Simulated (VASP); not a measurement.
Set up this calculation in VASP 6.6.1, as the native input.

- Task: single point
- Functional: LDA
- Potentials or basis: VASP PAW LDA potentials, release 64 (Al, N)
- Cutoff: 520 eV
- k mesh: 8 × 6 × 4
- Occupations: gaussian, width 0.05 eV
- Spin: no spin polarisation
- Dipole correction: no
- Further INCAR settings: ALGO = Normal; EDIFF = 1e-06; NBANDS = 26

The structure of AlN lies in POSCAR:

```
AlN
1.0
   -1.6378403119      2.8368226349      0.0000000000
    0.0000000000      0.0000000000      4.1006264518
    4.9135209358      2.8368226349      0.0000000000
Al N
4 4
Direct
    0.5226400125      0.7500000000      0.2751592796
    1.0000000000      0.7500000000      0.6666666667
    0.0000000000      0.2500000000      0.3333333333
    0.5000000000      0.2500000000      0.8333333333
    0.5000000000      0.2500000000      0.1666666667
    1.0000000000      0.2500000000      0.6666666667
    0.0000000000      0.7500000000      0.3333333333
    0.5000000000      0.7500000000      0.8333333333
```

This cell differs from its parent crystal: atom 1 (Al) moved by +0.496 Å along [1 0 0] and +0.372 Å along [1 2 0].

One way to write it, as run:

INCAR

```
PREC     = Accurate       # precision mode
ENCUT    = 520            # plane-wave cutoff, eV
EDIFF    = 1E-6           # SCF threshold, eV
ISMEAR   = 0              # smearing method
SIGMA    = 0.05           # smearing width, eV
LREAL    = F              # projectors in reciprocal space
LASPH    = T              # aspherical terms in the spheres
NELM     = 100            # most SCF steps
ALGO     = Normal         # electronic algorithm
ISIF     = 2              # what is computed and relaxed
LWAVE    = F              # write WAVECAR
LCHARG   = F              # write CHGCAR
NBANDS   = 26             # bands
```

KPOINTS

```
regular mesh
0
Gamma
  8 6 4
```

Potentials or basis: VASP PAW LDA potentials, release 64 (Al, N).

The run is started by

```console
$ cat potpaw_LDA.64/Al/POTCAR potpaw_LDA.64/N/POTCAR > POTCAR
$ mpirun -np 1 vasp_std > vasp.out
```

It gave:

- Pressure: 10.9 GPa
- Largest force: 8.142 eV/Å
- Band gap on the k mesh: 2.34 eV, indirect (least direct gap 2.39 eV)

Caveat: the cell differs from its parent crystal (atom 1 (Al) moved by +0.496 Å along [1 0 0] and +0.372 Å along [1 2 0]); forces of over 1 eV/Å act on the atoms, so gaps and moduli don't describe the material at rest.

Run time: 4.5 min on 1 thread of AMD EPYC 7R13, with other jobs on the host, peak memory 0.19 GiB.
